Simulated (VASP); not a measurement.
# SbPt in VASP: single point with r2SCAN

Aim: the single point of SbPt with r2SCAN.

Program: VASP 6.6.1. These are calculated values, not measurements. Logs are shortened: lines on timing, memory, paths and dates and some standing lists are left out, and cuts for length are marked.

## 1. The cell of the first run

The cell holds a disordered packing, 8 atoms: a = 6.319 Å, b = 5.362 Å, c = 5.963 Å, α = 108.30°, β = 70.50°, γ = 94.64°.

## 2. Single point, r2SCAN

POSCAR

```
SbPt
1.0
    6.3101410000     -0.1062220000      0.3106910000
   -0.4677550000      4.8061400000      2.3310100000
    1.7231900000     -3.9290650000      4.1406170000
Pt Sb
4 4
Direct
    0.4976320000      0.8868960000      0.9524550000
    0.7210500000      0.0882070000      0.4610450000
    0.5062900000      0.6118420000      0.4531200000
    0.4111030000      0.3625910000      0.8990260000
    0.1336200000      0.7408280000      0.3306180000
    0.1162930000      0.3160300000      0.5452590000
    0.9824230000      0.1722840000      0.0147090000
    0.8538900000      0.6592330000      0.0166340000
```

INCAR.step1

```
  PREC = Accurate
  ENCUT = 520
  ISMEAR = -1
  SIGMA = 0.1
  LREAL = F
  LASPH = T
  NELM = 60
  NBANDS = 40
  GGA = PE
  ALGO = Normal
  EDIFF = 1E-4
  LWAVE = T
  LCHARG = F
```

INCAR.step2

```
  PREC = Accurate
  ENCUT = 520
  EDIFF = 1E-6
  ISMEAR = -1
  SIGMA = 0.1
  LREAL = F
  LASPH = T
  NELM = 60
  ALGO = Normal
  ISIF = 2
  LWAVE = F
  LCHARG = F
  METAGGA = R2SCAN
  LMIXTAU = T
  NBANDS = 40
  ISTART = 1
```

KPOINTS

```
Automatic mesh
0
Gamma
  3 4 4
  0.5 0.5 0.5
```

Potentials or basis: VASP PAW PBE potentials, release 64 (Pt, Sb).

The run is started by

```
$ cat potpaw_PBE.64/Pt/POTCAR potpaw_PBE.64/Sb/POTCAR > POTCAR
$ cp INCAR.step1 INCAR
$ mpirun -np 1 vasp_std > vasp.out
$ cp INCAR.step2 INCAR
$ mpirun -np 1 vasp_std > vasp.out
```

OUTCAR:

```text
PREC = Accurate
   ENCUT = 520
   EDIFF = 1E-6
   ISMEAR = -1
   LREAL = F
   LASPH = T
   NELM = 60
   ISIF = 2
   METAGGA = R2SCAN
   ISTART = 1

 ion  position               nearest neighbor table
   1  0.498  0.887  0.952-   4 2.76   4 2.79   8 2.83   3 2.86   5 2.89   2 3.27   7 3.39   7 3.57

   2  0.721  0.088  0.461-   4 2.73   7 2.78   3 2.79   6 2.82   8 2.83   5 3.06   3 3.24   1 3.27

   3  0.506  0.612  0.453-   2 2.79   6 2.81   8 2.86   1 2.86   5 2.88   4 3.20   2 3.24   4 3.39

   4  0.411  0.363  0.899-   2 2.73   7 2.76   1 2.76   1 2.79   5 2.85   6 3.19   3 3.20   8 3.28
                             3 3.39
   5  0.134  0.741  0.331-   4 2.85   3 2.88   1 2.89   8 2.90   6 2.92   6 2.94   2 3.06   7 3.30
                             7 3.76
   6  0.116  0.316  0.545-   3 2.81   2 2.82   8 2.86   5 2.92   5 2.94   7 2.97   4 3.19   7 3.39

   7  0.982  0.172  0.015-   4 2.76   2 2.78   8 2.79   8 2.81   6 2.97   5 3.30   6 3.39   1 3.39
                             1 3.57   5 3.76
   8  0.854  0.659  0.017-   7 2.79   7 2.81   1 2.83   2 2.83   6 2.86   3 2.86   5 2.90   4 3.28

  LATTYP: Found a triclinic cell.
 ALAT       =     7.0938410783
 B/A-ratio  =     1.8084093221
 C/A-ratio  =     0.8405206614
 COS(alpha) =     0.0046939395
 COS(beta)  =     0.5431632338
 COS(gamma) =     0.7732745479

  Lattice vectors:

 A1 = (   4.5869510000,   3.8228430000,  -3.8299260000)
 A2 = (  11.3648470000,  -1.0895190000,  -5.8502450000)
 A3 = (  -1.7231900000,   3.9290650000,  -4.1406170000)

Analysis of symmetry for initial positions (statically):
=====================================================================
 Subroutine PRICEL returns:
 Original cell was already a primitive cell.

 Routine SETGRP: Setting up the symmetry group for a
 triclinic supercell.

 Subroutine GETGRP returns: Found  1 space group operations
 (whereof  1 operations were pure point group operations)
 out of a pool of  2 trial point group operations.

The static configuration has the point symmetry C_1 .

Analysis of symmetry for dynamics (positions and initial velocities):
=====================================================================
 Subroutine PRICEL returns:
 Original cell was already a primitive cell.

 Routine SETGRP: Setting up the symmetry group for a
 triclinic supercell.

 Subroutine GETGRP returns: Found  1 space group operations
 (whereof  1 operations were pure point group operations)
 out of a pool of  2 trial point group operations.

The dynamic configuration has the point symmetry C_1 .

 Subroutine INISYM returns: Found  1 space group operations
 (whereof  1 operations are pure point group operations),
 and found     1 'primitive' translations

----------------------------------------------------------------------------------------

                                     Primitive cell

  volume of cell :     180.7324

  direct lattice vectors                    reciprocal lattice vectors
     6.310141000 -0.106222000  0.310691000     0.160785132  0.032941349 -0.035655225
    -0.467755000  4.806140000  2.331010000    -0.004320757  0.141604408  0.136167728
     1.723190000 -3.929065000  4.140617000    -0.009632083 -0.082189652  0.167528033

  length of vectors
     6.318677983  5.362031710  5.962519995     0.167953226  0.196499688  0.186851700

  position of ions in fractional coordinates (direct lattice)
     0.497632000  0.886896000  0.952455000
     0.721050000  0.088207000  0.461045000
     0.506290000  0.611842000  0.453120000
     0.411103000  0.362591000  0.899026000
     0.133620000  0.740828000  0.330618000
     0.116293000  0.316030000  0.545259000
     0.982423000  0.172284000  0.014709000
     0.853890000  0.659233000  0.016634000

  ion indices of the primitive-cell ions
   primitive index   ion index
                 1           1
                 2           2
                 3           3
                 4           4
                 5           5
                 6           6
                 7           7
                 8           8

----------------------------------------------------------------------------------------

 KPOINTS: Automatic mesh

Automatic generation of k-mesh.
 Grid dimensions read from file:
 generate k-points for:    3    4    4

 Generating k-lattice:

  Cartesian coordinates                     Fractional coordinates (reciprocal lattice)
     0.053595044  0.010980450 -0.011885075     0.333333333 -0.000000000 -0.000000000
    -0.001080189  0.035401102  0.034041932    -0.000000000  0.250000000  0.000000000
    -0.002408021 -0.020547413  0.041882008     0.000000000  0.000000000  0.250000000

  Length of vectors
     0.055984409  0.049124922  0.046712925

  Shift w.r.t. Gamma in fractional coordinates (k-lattice)
     0.500000000  0.500000000  0.500000000

 Subroutine IBZKPT returns following result:
 ===========================================

 Found     24 irreducible k-points:

 Following reciprocal coordinates:
            Coordinates               Weight
  0.166667  0.125000  0.125000      2.000000
  0.500000  0.125000  0.125000      2.000000
 -0.166667  0.125000  0.125000      2.000000
  0.166667  0.375000  0.125000      2.000000
  0.500000  0.375000  0.125000      2.000000
 -0.166667  0.375000  0.125000      2.000000
[... 16 lines left out ...]
  0.500000 -0.125000  0.375000      2.000000
 -0.166667 -0.125000  0.375000      2.000000
   k-points           NKPTS =     24   k-points in BZ     NKDIM =     24   number of bands    NBANDS=     40
   number of dos      NEDOS =    301   number of ions     NIONS =      8
   total plane-waves  NPLWV =  92160
   dimension x,y,z NGX =    48 NGY =   40 NGZ =   48
   dimension x,y,z NGXF=    96 NGYF=   80 NGZF=   96
   ions per type =               4   4
   NGX,Y,Z   is equivalent  to a cutoff of  12.63, 12.40, 13.38 a.u.
   NGXF,Y,Z  is equivalent  to a cutoff of  25.26, 24.80, 26.77 a.u.
 SYSTEM =  unknown system
   PREC   = accura    normal or accurate (medium, high low for compatibility)
   ISTART =      1    job   : 0-new  1-cont  2-samecut
   ICHARG =      0    charge: 1-file 2-atom 10-const
   ISPIN  =      1    spin polarized calculation?
   LNONCOLLINEAR =      F non collinear calculations
   LSORBIT =      F    spin-orbit coupling
   LASPH  =      T    aspherical Exc in radial PAW
   ENCUT  =  520.0 eV  38.22 Ry    6.18 a.u.  11.75  9.97 11.09*2*pi/ulx,y,z
   NELM   =     60;   NELMIN=  2; NELMDL=  0     # of ELM steps
   EDIFF  = 0.1E-05   stopping-criterion for ELM
   LREAL  =      F    real-space projection
   EDIFFG = 0.1E-04   stopping-criterion for IOM
   NSW    =      0    number of steps for IOM
   IBRION =     -1    ionic relax: 0-MD 1-quasi-New 2-CG
   NFREE  =      0    steps in history (QN), initial steepest desc. (CG)
   ISIF   =      2    stress and relaxation
   ISYM   =      2    0-nonsym 1-usesym 2-fastsym
   POTIM  = 0.5000    time-step for ionic-motion
   TEBEG  =    0.0;   TEEND  =   0.0 temperature during run
   PSTRESS=    0.0 pullay stress
   NELECT =      60.0000    total number of electrons
   NUPDOWN=      -1.0000    fix difference up-down
   EMIN   =  10.00;   EMAX   =-10.00  energy-range for DOS
   EFERMI =   0.00;   METHOD = LEGACY
   ISMEAR =    -1;   SIGMA  =   0.10  broadening in eV -4-tet -1-fermi 0-gaus
   EFERMI_NEDOS =   21; number of points for ismear=-14 and -15
   IALGO  =     38    algorithm
   IMIX   =      4    mixing-type and parameters
     AMIX     =   0.40;   BMIX     =  1.00
     AMIX_MAG =   1.60;   BMIX_MAG =  1.00
  volume/ion in A,a.u.               =      22.59       152.46
  Fermi-wavevector in a.u.,A,eV,Ry     =   1.133565  2.142128 17.483088  1.284971
  Thomas-Fermi vector in A             =   2.270268
   LORBIT       =      0    0 simple, 1 ext, 2 COOP (PROOUT), +10 PAW based schemes
   METAGGA = R2SCAN    functional components
   LHFCALC =     F    Hartree Fock is set to
   AEXX    =    0.0000 exact exchange contribution
   IVDW    =     0    specifies the selected vdW correction
   LEPSILON=     F    determine dielectric tensor
   LRPA    =     F    only Hartree local field effects (RPA)
 non-spin polarized calculation
  energy-cutoff  :      520.00
  volume of cell :      180.73
 maximum number of plane-waves:      4887
 NGX is ok and might be reduce to    48
   NGX = 23   NGY = 19   NGZ = 23

 number of electron      60.0000001 magnetization

 Free energy of the ion-electron system (eV)
  ---------------------------------------------------
  ext. energy  EPLUGINS =         0.00000000
  ---------------------------------------------------
  free energy    TOTEN  =      -306.00708167 eV

  energy without entropy =     -305.84499391  energy(sigma->0) =     -305.92603779

 E-fermi :   8.0619     XC(G=0): -11.6101

 val. band max:        8.0134816402   @ k =  -0.1667   0.3750   0.1250
 cond. band min:       8.0642948440   @ k =   0.5000  -0.3750   0.1250
 fundamental gap:      0.0508132038
 Fermi energy:         8.0618923038

 k-point     1 :       0.1667    0.1250    0.1250
  band No.  band energies     occupation
      1      -5.3004      2.00000
      2      -2.5663      2.00000
      3      -1.3375      2.00000
      4       0.0381      2.00000
      5       1.9077      2.00000
      6       2.4903      2.00000
[... 32 lines left out ...]
     39      12.9403      0.00000
     40      13.6433      0.00000

 k-point     2 :       0.5000    0.1250    0.1250
  band No.  band energies     occupation
      1      -5.1385      2.00000
      2      -2.7594      2.00000
      3      -1.3378      2.00000
      4      -0.3680      2.00000
      5       1.8161      2.00000
      6       2.4689      2.00000
[... 935 lines left out ...]
     39      12.9215      0.00000
     40      13.5162      0.00000

 k-point    24 :      -0.1667   -0.1250    0.3750
  band No.  band energies     occupation
      1      -4.9087      2.00000
      2      -3.4132      2.00000
      3      -1.0229      2.00000
      4      -0.2202      2.00000
      5       1.6201      2.00000
      6       2.0599      2.00000
[... 32 lines left out ...]
     39      12.4145      0.00000
     40      13.1885      0.00000

------------------------ aborting loop because EDIFF is reached ----------------------------------------

  FORCE on cell =-STRESS in cart. coord.  units (eV):
  Direction    XX          YY          ZZ          XY          YZ          ZX
  --------------------------------------------------------------------------------------
  -------------------------------------------------------------------------------------
  Total       -9.4532170      0.1957379     -0.4393344     -3.3573063      3.7493917      0.7446505
  in kB      -83.8019867      1.7352004     -3.8946630    -29.7622426     33.2380475      6.6012647
  external PRESSURE =     -28.6538164 kB  Pullay stress =       0.0000000 kB

 VOLUME and BASIS-vectors are now :
 -----------------------------------------------------------------------------
  energy-cutoff  :      520.00
  volume of cell :      180.73
      direct lattice vectors                 reciprocal lattice vectors
     6.310141000 -0.106222000  0.310691000     0.160785132  0.032941349 -0.035655225
    -0.467755000  4.806140000  2.331010000    -0.004320757  0.141604408  0.136167728
     1.723190000 -3.929065000  4.140617000    -0.009632083 -0.082189652  0.167528033

 POSITION                                       TOTAL-FORCE (eV/Angst)
 -----------------------------------------------------------------------------------
      4.36654      0.46743      6.16572        -0.092706      0.162954     -0.369326
      5.30314     -1.46413      2.33865         0.011776      0.062700      0.068517
      3.68938      1.10648      3.45971        -0.058857     -0.143722      0.152974
      3.97371     -1.83334      4.69545        -0.018564     -0.295261      0.113450
      1.06635      2.24731      3.13735         1.963873      0.492633     -0.135973
      1.52559     -0.63583      3.03051         0.713314      0.416387     -0.832295
      6.14399      0.66587      0.76773         0.699890     -0.793017      0.236304
      5.10847      3.01231      1.87085        -3.218727      0.097326      0.766349
 -----------------------------------------------------------------------------------
    total drift:                               -0.000024     -0.000017     -0.000760

  FREE ENERGIE OF THE ION-ELECTRON SYSTEM (eV)
  ---------------------------------------------------
  free  energy   TOTEN  =      -306.0070816749 eV

  energy  without entropy=     -305.8449939107  energy(sigma->0) =     -305.92603779
```

Run time: 7.5 min. Hardware: 1 thread of Intel Xeon Platinum 8259CL at 2.50GHz (Skylake/Cascade Lake), shared host; peak memory 0.4 GiB.

What came out:

| Property | Result |
| --- | --- |
| Free energy | -306.0071 eV |
| Pressure | -2.9 GPa |
| Largest force | 3.310 eV/Å |
| Band gap on the k mesh | zero (bands 30 and 31 overlap by 0.26 eV) |

Forces in eV/Å, atoms in the order of the input:
```
Pt  -0.093  0.163 -0.369
Pt   0.012  0.063  0.069
Pt  -0.059 -0.144  0.153
Pt  -0.019 -0.295  0.113
Sb   1.964  0.493 -0.136
Sb   0.713  0.416 -0.832
Sb   0.700 -0.793  0.236
Sb  -3.219  0.097  0.766
```

Caveat: the PAW data sets were made with another functional, which shifts forces and pressure a little; spin-orbit coupling is left out, which moves the levels of the heavy elements.
